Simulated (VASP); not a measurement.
# Re (P-3m1) in VASP: further runs

Runs on Re. Level: PBEsol. Tasks: single point.

All numbers are computed with VASP 6.6.1; they aren't measurements. Logs are shortened: lines on timing, memory, paths and dates and some standing lists are left out, and cuts for length are marked.

## (1) The cell of the first run

It takes space group P-3m1 (No. 164, trigonal). The conventional cell has a = 2.773 Å, b = 2.773 Å, c = 4.480 Å, α = 90.00°, β = 90.00°, γ = 120.00°. Re (site symmetry 3m) has 12 Re at 2.64 to 2.87 Å within 3.5 Å.

## (2) Single point, PBEsol

Contents of INCAR:

```
SYSTEM = Re
PREC     = Accurate       ! precision mode
ENCUT    = 520            ! plane-wave cutoff, eV
EDIFF    = 1E-7           ! SCF threshold, eV
ISMEAR   = 0              ! smearing method
SIGMA    = 0.15           ! smearing width, eV
LREAL    = .False.        ! projectors in reciprocal space
LASPH    = .True.         ! aspherical terms in the spheres
NELM     = 60             ! most SCF steps
ALGO     = Normal         ! electronic algorithm
ISIF     = 2              ! what is computed and relaxed
LWAVE    = .False.        ! write WAVECAR
LCHARG   = .False.        ! write CHGCAR
GGA      = PS             ! functional
NBANDS   = 14             ! bands
```

Contents of KPOINTS:

```
Automatic mesh
0
Gamma
  18 18 10
  0 0 0
```

Contents of POSCAR:

```
Re
1.0
    2.7731227596      0.0000000000      0.0000000000
   -1.3865613798      2.4015947577      0.0000000000
    0.0000000000      0.0000000000      4.4801695417
Re
2
Direct
    0.3333333333      0.6666666667      0.2344034496
    0.6666666667      0.3333333333      0.7655965504
```

Potentials or basis: VASP PAW PBE potentials, release 64 (Re).

Launch:

```sh
$ cat potpaw_PBE.64/Re/POTCAR > POTCAR
$ mpirun -np 1 vasp_std > vasp.out
```

OUTCAR:

```text
SYSTEM = Re
   PREC = Accurate
   ENCUT = 520
   EDIFF = 1E-7
   ISMEAR = 0
   LREAL = .False.
   LASPH = .True.
   NELM = 60
   ISIF = 2
   GGA = PS

 ion  position               nearest neighbor table
   1  0.333  0.667  0.234-   2 2.64   2 2.64   2 2.64   2 2.87   2 2.87   2 2.87
   2  0.667  0.333  0.766-   1 2.64   1 2.64   1 2.64   1 2.87   1 2.87   1 2.87

  LATTYP: Found a hexagonal cell.
 ALAT       =     2.7731227596
 C/A-ratio  =     1.6155684151

  Lattice vectors:

 A1 = (   2.7731227596,   0.0000000000,   0.0000000000)
 A2 = (  -1.3865613798,   2.4015947577,   0.0000000000)
 A3 = (   0.0000000000,   0.0000000000,   4.4801695417)

Analysis of symmetry for initial positions (statically):
=====================================================================
 Subroutine PRICEL returns:
 Original cell was already a primitive cell.

 Routine SETGRP: Setting up the symmetry group for a
 hexagonal supercell.

 Subroutine GETGRP returns: Found 12 space group operations
 (whereof 12 operations were pure point group operations)
 out of a pool of 24 trial point group operations.

The static configuration has the point symmetry D_3d.

Analysis of symmetry for dynamics (positions and initial velocities):
=====================================================================
 Subroutine PRICEL returns:
 Original cell was already a primitive cell.

 Routine SETGRP: Setting up the symmetry group for a
 hexagonal supercell.

 Subroutine GETGRP returns: Found 12 space group operations
 (whereof 12 operations were pure point group operations)
 out of a pool of 24 trial point group operations.

The dynamic configuration has the point symmetry D_3d.

 Subroutine INISYM returns: Found 12 space group operations
 (whereof 12 operations are pure point group operations),
 and found     1 'primitive' translations

----------------------------------------------------------------------------------------

                                     Primitive cell

  volume of cell :      29.8376

  direct lattice vectors                    reciprocal lattice vectors
     2.773122760  0.000000000  0.000000000     0.360604303  0.208194991  0.000000000
    -1.386561380  2.401594758  0.000000000     0.000000000  0.416389983  0.000000000
     0.000000000  0.000000000  4.480169542     0.000000000  0.000000000  0.223205839

  length of vectors
     2.773122760  2.773122760  4.480169542     0.416389983  0.416389983  0.223205839
[... 85 lines left out ...]
   IBRION =     -1    ionic relax: 0-MD 1-quasi-New 2-CG
   NFREE  =      0    steps in history (QN), initial steepest desc. (CG)
   ISIF   =      2    stress and relaxation
   ISYM   =      2    0-nonsym 1-usesym 2-fastsym
   POTIM  = 0.5000    time-step for ionic-motion
   TEBEG  =    0.0;   TEEND  =   0.0 temperature during run
   PSTRESS=    0.0 pullay stress
   NELECT =      14.0000    total number of electrons
   NUPDOWN=      -1.0000    fix difference up-down
   EMIN   =  10.00;   EMAX   =-10.00  energy-range for DOS
   EFERMI =   0.00;   METHOD = LEGACY
   ISMEAR =     0;   SIGMA  =   0.15  broadening in eV -4-tet -1-fermi 0-gaus
   EFERMI_NEDOS =   21; number of points for ismear=-14 and -15
   IALGO  =     38    algorithm
   IMIX   =      4    mixing-type and parameters
     AMIX     =   0.40;   BMIX     =  1.00
     AMIX_MAG =   1.60;   BMIX_MAG =  1.00
  volume/ion in A,a.u.               =      14.92       100.68
  Fermi-wavevector in a.u.,A,eV,Ry     =   1.272125  2.403967 22.018332  1.618302
  Thomas-Fermi vector in A             =   2.405020
   LORBIT       =      0    0 simple, 1 ext, 2 COOP (PROOUT), +10 PAW based schemes
   GGA     = PS    functional components
   LHFCALC =     F    Hartree Fock is set to
   AEXX    =    0.0000 exact exchange contribution
   IVDW    =     0    specifies the selected vdW correction
   LEPSILON=     F    determine dielectric tensor
   LRPA    =     F    only Hartree local field effects (RPA)
 non-spin polarized calculation
 Gauss-broadening in eV      SIGMA  =   0.15
  energy-cutoff  :      520.00
  volume of cell :       29.84
 maximum number of plane-waves:       815
 NGX is ok and might be reduce to    24
   NGX = 11   NGY = 11   NGZ = 17

 number of electron      14.0000000 magnetization

 Free energy of the ion-electron system (eV)
  ---------------------------------------------------
  ext. energy  EPLUGINS =         0.00000000
  ---------------------------------------------------
  free energy    TOTEN  =       -26.69051403 eV

  energy without entropy =      -26.67629323  energy(sigma->0) =      -26.68340363

 E-fermi :   7.4786     XC(G=0): -13.7285

 val. band max:        7.4696035740   @ k =   0.3333   0.1111   0.5000
 cond. band min:       7.4816040867   @ k =   0.1667   0.0000   0.0000
 fundamental gap:      0.0120005127
 Fermi energy:         7.4786061816

 k-point     1 :       0.0000    0.0000    0.0000
  band No.  band energies     occupation
      1      -2.2459      2.00000
      2       0.9600      2.00000
      3       5.9206      2.00000
      4       5.9206      2.00000
      5       5.9748      2.00000
      6       6.6225      2.00000
      7       6.6225      2.00000
      8       7.9074      0.00005
      9       7.9074      0.00005
     10       8.3284      0.00000
     11      10.9592      0.00000
     12      10.9592      0.00000
     13      16.9815      0.00000
     14      21.6570      0.00000
[... 377 lines left out ...]
      1       1.9689      2.00000
      2       2.1098      2.00000
      3       2.5512      2.00000
      4       5.2273      2.00000
      5       5.5212      2.00000
      6       6.2195      2.00000
      7       6.9873      2.00000
      8      10.7248      0.00000
      9      11.2341      0.00000
     10      11.6546      0.00000
     11      13.0895      0.00000
     12      15.8052      0.00000
     13      17.4502      0.00000
     14      18.5728      0.00000

 [... further k-points ...]
[... 5 lines left out ...]
  --------------------------------------------------------------------------------------
  -------------------------------------------------------------------------------------
  Total       -1.3149895     -1.3149895     -0.9433221      0.0000000      0.0000000      0.0000000
  in kB      -70.6105509    -70.6105509    -50.6532481      0.0000000      0.0000000      0.0000000
  external PRESSURE =     -63.9581166 kB  Pullay stress =       0.0000000 kB

 VOLUME and BASIS-vectors are now :
 -----------------------------------------------------------------------------
  energy-cutoff  :      520.00
  volume of cell :       29.84
      direct lattice vectors                 reciprocal lattice vectors
     2.773122760  0.000000000  0.000000000     0.360604303  0.208194991  0.000000000
    -1.386561380  2.401594758  0.000000000     0.000000000  0.416389983  0.000000000
     0.000000000  0.000000000  4.480169542     0.000000000  0.000000000  0.223205839

 POSITION                                       TOTAL-FORCE (eV/Angst)
 -----------------------------------------------------------------------------------
     -0.00000      1.60106      1.05017        -0.000000     -0.000000      0.743262
      1.38656      0.80053      3.43000         0.000000      0.000000     -0.743262
 -----------------------------------------------------------------------------------
    total drift:                                0.000000     -0.000000     -0.000000

  FREE ENERGIE OF THE ION-ELECTRON SYSTEM (eV)
  ---------------------------------------------------
  free  energy   TOTEN  =       -26.6905140284 eV

  energy  without entropy=      -26.6762932301  energy(sigma->0) =      -26.68340363
```

Run time: 1.8 min. Hardware: 1 thread of Intel Xeon Platinum 8488C (Sapphire Rapids), shared host; peak memory 0.25 GiB.

Results:

```yaml
Free_energy: -26.6905 eV
Pressure: -6.4 GPa
Largest_force: 0.743 eV/Å
Band_gap_on_the_k_mesh: zero (band 7 reaches 9.07 eV, above the bottom of band 8 at 5.97 eV)
```

Forces on the atoms (eV/Å):
```
Re   0.000  0.000  0.743
Re   0.000  0.000 -0.743
```

Stress tensor (GPa, compression positive):
```
-7.06  0.00  0.00
 0.00 -7.06  0.00
 0.00  0.00 -5.07
```

Caveat: the PAW data sets were made with another functional, which shifts forces and pressure a little; spin-orbit coupling is left out, which moves the levels of the heavy elements.

(Part 1 of 2 ends here.)
